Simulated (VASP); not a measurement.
# Be7S: single point with PBE

The system is Be7S.

```
CELL_PARAMETERS angstrom
4.46075 0.00000 0.00000
-2.23038 3.86313 0.00000
0.00000 0.00000 4.38212
ATOMIC_POSITIONS crystal
Be 0.16509 0.33017 0.00000
Be 0.16509 0.83491 0.00000
Be 0.66983 0.83491 0.00000
Be 0.00530 0.50265 0.50000
Be 0.49735 0.50265 0.50000
Be 0.49735 0.99470 0.50000
Be 0.00000 0.00000 0.50000
S 0.66667 0.33333 0.00000
```

| Quantity | Value |
| --- | --- |
| Program | VASP 6.6.1 |
| Task | single point |
| Functional | PBE |
| Potentials or basis | VASP PAW PBE potentials, release 64 (Be, S) |
| Cutoff | 600 eV |
| k mesh | 4 × 4 × 4 |
| Occupations | gaussian, width 0.2 eV |
| Spin | no spin polarisation |
| Dipole correction | no |
| Further INCAR settings | ALGO = Normal; EDIFF = 1e-06; NBANDS = 20 |

The pressure is 0.2 GPa and the largest force is 0.030 eV/Å. The band gap on the k mesh is zero (band 10 reaches 8.56 eV, above the bottom of band 11 at 5.77 eV).

Forces in eV/Å, atoms in the order of the input:
```
Be   0.000  0.018  0.000
Be   0.016 -0.009  0.000
Be  -0.016 -0.009  0.000
Be   0.026  0.015  0.000
Be  -0.026  0.015  0.000
Be   0.000 -0.030  0.000
Be   0.000  0.000  0.000
S    0.000  0.000  0.000
```

Levels at points of the mesh, in eV from the Fermi level:
```tsv
k point	band 7	band 8	band 9	band 10	band 11	band 12	band 13	band 14
(0.00, 0.00, 0.00)	-3.60	-3.54	-3.54	-1.00	-0.02	1.95	1.95	2.06
(0.50, 0.00, 0.00)	-4.14	-3.89	-2.11	-0.89	-0.27	0.40	0.43	1.24
(0.00, 0.00, 0.50)	-3.85	-3.41	-3.41	-0.24	-0.07	-0.07	0.62	0.62
(0.50, 0.00, 0.50)	-4.58	-3.94	-0.78	0.86	1.30	1.52	3.24	3.62
```

It took 14 s on 1 thread of AMD EPYC 9R45 96-Core Processor (Zen 5), with other jobs on the host, peak memory 0.17 GiB.

Caveat: the k points lie up to 0.41 Å⁻¹ apart.
